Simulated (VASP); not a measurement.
Wanted: the native input for a VASP 6.6.1 run.

| Quantity | Value |
| --- | --- |
| Task | single point |
| Functional | HSE06 |
| Potentials or basis | VASP PAW PBE potentials, release 64 (Li_sv, Br) |
| Cutoff | 650 eV |
| k mesh | 4 × 4 × 4 |
| Occupations | fermi-dirac, width 0.5 eV |
| Spin | no spin polarisation |
| Dipole correction | no |
| Grid for exact exchange (PRECFOCK) | Normal |
| Further INCAR settings | ALGO = Normal; EDIFF = 1e-06; NBANDS = 12 |
| Share of exact exchange | 0.25 |
| Screening parameter | 0.2079 1/Å |

Crystal: LiBr.

```xyz
2
Lattice="0.0000 2.7395 2.7395 2.7395 0.0000 2.7395 2.7395 2.7395 0.0000" Properties=species:S:1:pos:R:3 pbc="T T T"
Li    0.0000    0.0000    0.0000
Br    2.7395    2.7395    2.7395
```

One way to write it, as run:

POSCAR

```
LiBr
1.0
    0.0000000000      2.7395485832      2.7395485832
    2.7395485832      0.0000000000      2.7395485832
    2.7395485832      2.7395485832      0.0000000000
Li Br
1 1
Direct
    0.0000000000      0.0000000000      0.0000000000
    0.5000000000      0.5000000000      0.5000000000
```

INCAR.step1

```
SYSTEM = LiBr
PREC     = Accurate       ! precision mode
ENCUT    = 650            ! plane-wave cutoff, eV
EDIFF    = 1E-5           ! SCF threshold, eV
ISMEAR   = -1             ! smearing method
SIGMA    = 0.5            ! smearing width, eV
LREAL    = .False.        ! projectors in reciprocal space
LASPH    = .True.         ! aspherical terms in the spheres
NELM     = 120            ! most SCF steps
ALGO     = Normal         ! electronic algorithm
ISIF     = 2              ! what is computed and relaxed
LWAVE    = .True.         ! write WAVECAR
NBANDS   = 12             ! bands
GGA      = PE             ! functional
GGA_COMPAT= .False.
```

INCAR.step2

```
SYSTEM = LiBr
PREC     = Accurate       ! precision mode
ENCUT    = 650            ! plane-wave cutoff, eV
EDIFF    = 1E-6           ! SCF threshold, eV
ISMEAR   = -1             ! smearing method
SIGMA    = 0.5            ! smearing width, eV
LREAL    = .False.        ! projectors in reciprocal space
LASPH    = .True.         ! aspherical terms in the spheres
NELM     = 120            ! most SCF steps
ALGO     = Normal         ! electronic algorithm
ISIF     = 2              ! what is computed and relaxed
LWAVE    = .False.        ! write WAVECAR
LCHARG   = .True.         ! write CHGCAR
GGA      = PE             ! functional
LHFCALC  = .True.         ! exact exchange
HFSCREEN = 0.2079         ! screening, 1/A
PRECFOCK = Normal       
LELF     = .True.         ! ELF
LVHAR    = .True.       
NBANDS   = 12             ! bands
ISTART   = 1            
GGA_COMPAT= .False.
```

KPOINTS

```
Automatic mesh
0
Gamma
  4 4 4
  0 0 0
```

Potentials or basis: VASP PAW PBE potentials, release 64 (Li_sv, Br).

The run is started by

```console
$ cat potpaw_PBE.64/Li_sv/POTCAR potpaw_PBE.64/Br/POTCAR > POTCAR
$ cp INCAR.step1 INCAR
$ mpirun -np 1 vasp_std > vasp.out
$ cp INCAR.step2 INCAR
$ mpirun -np 1 vasp_std > vasp.out
```

Results of the run:

```
Pressure               : -0.1 GPa
Band gap on the k mesh : 6.21 eV
```

Caveat: the k points lie up to 0.50 Å⁻¹ apart; the PAW data sets were made with another functional, which shifts forces and pressure a little.

Wall time 12 min on 1 thread of Intel Xeon 8259CL, with other jobs on the host, peak memory 0.29 GiB.
